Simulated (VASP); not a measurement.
## Ba2SnF6: single point with PBE

Ba2SnF6:

```
Ba Sn F
1.0
     0.00000    4.66023    4.66023
     4.66023    0.00000    4.66023
     4.66023    4.66023    0.00000
Ba Sn F
2 1 6
Direct
  0.25000 0.25000 0.25000
  0.75000 0.75000 0.75000
  0.50000 0.50000 0.50000
  0.19563 0.80437 0.80437
  0.80437 0.19563 0.19563
  0.80437 0.19563 0.80437
  0.19563 0.80437 0.19563
  0.80437 0.80437 0.19563
  0.19563 0.19563 0.80437
```

```yaml
Program: VASP 6.6.1
Task: single point
Functional: PBE
Potentials_or_basis: VASP PAW PBE potentials, release 64 (Ba_sv, Sn_d, F)
Cutoff: 520 eV
k_mesh: 4 × 4 × 4
Occupations: gaussian, width 0.1 eV
Spin: no spin polarisation
Dipole_correction: no
Further_INCAR_settings: ALGO = Normal; EDIFF = 1e-07; NBANDS = 48
```

| Item | Value |
| --- | --- |
| Pressure | -9.3 GPa |
| Largest force | 3.110 eV/Å |
| Band gap on the k mesh | 2.36 eV, indirect (least direct gap 2.62 eV) |

Forces in eV/Å, atoms in the order of the input:
```
Ba   0.000  0.000  0.000
Ba   0.000  0.000  0.000
Sn   0.000  0.000  0.000
F   -3.110  0.000  0.000
F    3.110  0.000  0.000
F    0.000 -3.110  0.000
F    0.000  3.110  0.000
F    0.000  0.000 -3.110
F    0.000  0.000  3.110
```

Levels at points of the mesh, in eV from the valence-band top:
```csv
k point,band 34,band 35,band 36,band 37,band 38,band 39,band 40,band 41,band 42,band 43
"(0.00, 0.00, 0.00)",-0.68,-0.68,-0.52,-0.52,-0.52,2.46,2.46,2.46,4.00,4.00
"(0.50, 0.00, 0.00)",-0.72,-0.58,-0.58,-0.58,-0.22,2.41,2.84,2.84,5.17,5.17
"(0.50, 0.50, 0.00)",-0.73,-0.73,-0.66,-0.54,0.00,2.75,2.85,2.85,4.54,4.76
```

Run time: 2.5 min on 1 thread of Intel Xeon 6975P-C, on a shared host, peak memory 0.38 GiB.

Caveat: spin-orbit coupling is left out, which moves the levels of the heavy elements; forces of over 1 eV/Å act on the atoms, so gaps and moduli don't describe the material at rest. A hybrid or GW would open this gap; PBE tends to underestimate it.
